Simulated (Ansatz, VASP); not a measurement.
Two plane-wave programs on MgO

The input INCAR:

```
ALGO = Normal
EDIFF = 1E-7
ENCUT = 520
GGA = PS
ISIF = 2
ISMEAR = 0
LASPH = T
LCHARG = F
LREAL = F
LWAVE = F
NBANDS = 16
NELM = 100
PREC = Accurate
SIGMA = 0.05
```

File KPOINTS:

```
k-points
0
Gamma
  9 9 6
```

File POSCAR:

```
MgO
1.0
    3.4854712104      0.0000000000      0.0000000000
   -1.7427356052      3.0185066123      0.0000000000
    0.0000000000      0.0000000000      4.7231620371
Mg O
2 2
Direct
    0.6666666667      0.3333333333      0.7500000000
    0.3333333333      0.6666666667      0.2500000000
    0.6666666667      0.3333333333      0.2500000000
    0.3333333333      0.6666666667      0.7500000000
```

Input for Ansatz:

```yaml
crystal:
  lattice:
    - [3.4854712104, 0.0, 0.0]
    - [-1.7427356052, 3.0185066123, 0.0]
    - [0.0, 0.0, 4.7231620371]
  atoms:
    - { symbol: Mg, position: [0.6666666667, 0.3333333333, 0.75] }
    - { symbol: Mg, position: [0.3333333333, 0.6666666667, 0.25] }
    - { symbol: O, position: [0.6666666667, 0.3333333333, 0.25] }
    - { symbol: O, position: [0.3333333333, 0.6666666667, 0.75] }
basis:
  ecutwfc: 520.0
kpoints:
  mp_grid: { grid: [9, 9, 6] }
hamiltonian:
  xc: pbesol
  pseudopotentials: { kind: paw, azcp: { folder: soft_1 } }
scf:
  occupations: { method: gaussian, width: 0.05 }
output:
  forces: true
  stress: true
  eigenvalues: true
```

Alike in both runs: task single point; functional PBEsol; k mesh 9 × 9 × 6; occupations gaussian, width 0.05 eV; no spin polarisation.

|  | VASP | Ansatz |
| --- | --- | --- |
| version | VASP 6.6.1 | Ansatz 0.2.0 |
| potentials or method | VASP PAW PBE potentials, release 64 (Mg, O), cutoff 520 eV | scalar-relativistic, plane waves, PAW |
| valence electrons in the cell | 16 | 32 |

```tsv
	VASP	Ansatz	Ansatz less VASP
gap on the k mesh at the Fermi level (eV)	2.56	2.57	+0.011
least direct gap on the mesh (eV)	2.56	2.57	+0.011
pressure (GPa)	-10.0	-9.5	+0.42
traceless stress, the component that is largest in VASP (GPa)	-5.69	-5.70	-0.008
```

VASP's potentials were made for PBE, not for PBEsol, and Ansatz warns of the same on its side. The functional is the same, so the differences come from potentials, cutoffs and numerics. VASP's potentials hold 16 valence electrons a cell and Ansatz's 32, so a difference there can come from the potentials and not from the codes.
